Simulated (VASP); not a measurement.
Runs of VASP 6.6.1 on PtSe2 (Sudovikovite). The structure is that of space group P-3m1 (No. 164), or close to it. The cells are those of the table. 

| task | level | cell | cutoff (eV) | gap on the mesh (eV) | pressure (GPa) | relaxed volume (Å³/atom) | largest force (eV/Å) |
| --- | --- | --- | --- | --- | --- | --- | --- |
| single point | PBE | a = 3.755, b = 3.755, c = 6.262 Å, angles 90.0, 90.0, 120.0°, 3 atoms | 520 | 0.80 | 0.0 | - | - |
| relaxation of cell and atoms | PBE | relaxed from a = 3.724, b = 3.724, c = 5.062 Å, angles 90.0, 90.0, 120.0°, 3 atoms | 600 | 0.63 | -0.1 | (a) | 0.01 |
| single point | PBE+D3(BJ) | a = 3.771, b = 3.771, c = 4.821 Å, angles 90.0, 90.0, 120.0°, 3 atoms | 520 | none | 0.0 | - | 0.01 |
| single point | revPBE+D3(BJ) | a = 3.757, b = 3.757, c = 4.695 Å, angles 90.0, 90.0, 120.0°, 3 atoms | 520 | none | 0.0 | - | 0.01 |
| relaxation of cell and atoms | revPBE+D3(BJ) | relaxed from a = 3.724, b = 3.724, c = 5.062 Å, angles 90.0, 90.0, 120.0°, 3 atoms | 600 | none | -0.1 | (b) | 0.01 |
| relaxation of cell and atoms | PBEsol | relaxed from a = 3.724, b = 3.724, c = 5.062 Å, angles 90.0, 90.0, 120.0°, 3 atoms | 600 | none | 0.0 | 19.80 | - |
| single point | PBEsol | a = 3.761, b = 3.761, c = 4.857 Å, angles 90.0, 90.0, 120.0°, 3 atoms | 520 | none | 0.1 | - | 0.02 |

Alike in all rows: potentials or basis VASP PAW PBE potentials, release 64 (Pt, Se); no spin polarisation; k mesh 10 × 10 × 7; smearing fermi-dirac 0.15 eV.

Task: Estimate the missing entries.

Result: (a) 24.67; (b) 19.12.

Caveats: spin-orbit coupling is left out, which moves the levels of the heavy elements; the PAW data sets were made with another functional, which shifts forces and pressure a little (some runs); pairwise dispersion overbinds metals, which lowers pressure and volume (some runs); this functional lacks dispersion, which binds the layers, so the pressure and a relaxed spacing across them are unreliable (some runs); the volume moved by over 15 % at a fixed basis, so the end points are rough (some runs); the volume moved by +22 % from the deposited cell, more than functionals usually miss (some runs).

A k mesh can miss the band edges, and the runs leave out spin-orbit coupling on Pt, Se.

A gap of «none» marks levels without a gap at the run's occupations.
